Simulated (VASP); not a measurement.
Write the native input for VASP 6.6.1 that does the following.

- Task: relaxation of cell and atoms
- Functional: PBE
- Potentials or basis: VASP PAW PBE potentials, release 64 (Ca_sv, O)
- Cutoff: 600 eV
- k mesh: 8 × 8 × 8
- Occupations: gaussian, width 0.1 eV
- Spin: no spin polarisation
- Dipole correction: no
- Further INCAR settings: ALGO = Normal; EDIFF = 1e-06; IBRION = 2; EDIFFG = -0.01; NSW = 100; ISIF = 3

The structure of Ca2O3 lies in POSCAR:

```
Ca2O3
1.0
    5.4772086700      0.0000000000      0.0000000000
    0.0000000000      5.4772086700      0.0000000000
    0.0000000000      0.0000000000      5.4772086700
Ca O
4 6
Direct
    0.2500000000      0.2500000000      0.2500000000
    0.2500000000      0.7500000000      0.7500000000
    0.7500000000      0.7500000000      0.2500000000
    0.7500000000      0.2500000000      0.7500000000
    0.0000000000      0.5000000000      0.5000000000
    0.0000000000      0.5000000000      0.0000000000
    0.5000000000      0.0000000000      0.5000000000
    0.0000000000      0.0000000000      0.5000000000
    0.5000000000      0.0000000000      0.0000000000
    0.5000000000      0.5000000000      0.0000000000
```

One way to write it, as run:

INCAR

```
SYSTEM = Ca2O3
  ALGO = Normal
  EDIFF = 1E-6
  EDIFFG = -0.01
  ENCUT = 600
  GGA = PE
  IBRION = 2
  ISIF = 3
  ISMEAR = 0
  LASPH = .True.
  LCHARG = .False.
  LREAL = .False.
  LWAVE = .False.
  NELM = 100
  NSW = 100
  PREC = Accurate
  SIGMA = 0.1
```

KPOINTS

```
k-points
0
Gamma
  8 8 8
  0 0 0
```

Potentials or basis: VASP PAW PBE potentials, release 64 (Ca_sv, O).

Run with:

```console
$ cat potpaw_PBE.64/Ca_sv/POTCAR potpaw_PBE.64/O/POTCAR > POTCAR
$ mpirun -np 1 vasp_std > vasp.out
```

Results of the run:

| Item | Value |
| --- | --- |
| Relaxed volume | 16.03 Å³/atom |
| Relaxed cell | a = 5.433 Å, b = 5.433 Å, c = 5.433 Å, α = 90.00°, β = 90.00°, γ = 90.00° |
| Space group after relaxing (to 0.05 Å) | Pn-3m (No. 224) |
| Energy gained by relaxing | 2.3 meV/atom |
| Ionic steps | 3 |
| Pressure after relaxing | 0.0 GPa |
| Band gap on the k mesh | zero (band 38 reaches 1.17 eV, above the bottom of band 39 at 0.13 eV) |

It took 11 min on 1 thread of Intel(R) Xeon(R) Platinum 8259CL CPU @ 2.50GHz (Skylake/Cascade Lake), on a shared host, peak memory 0.49 GiB.
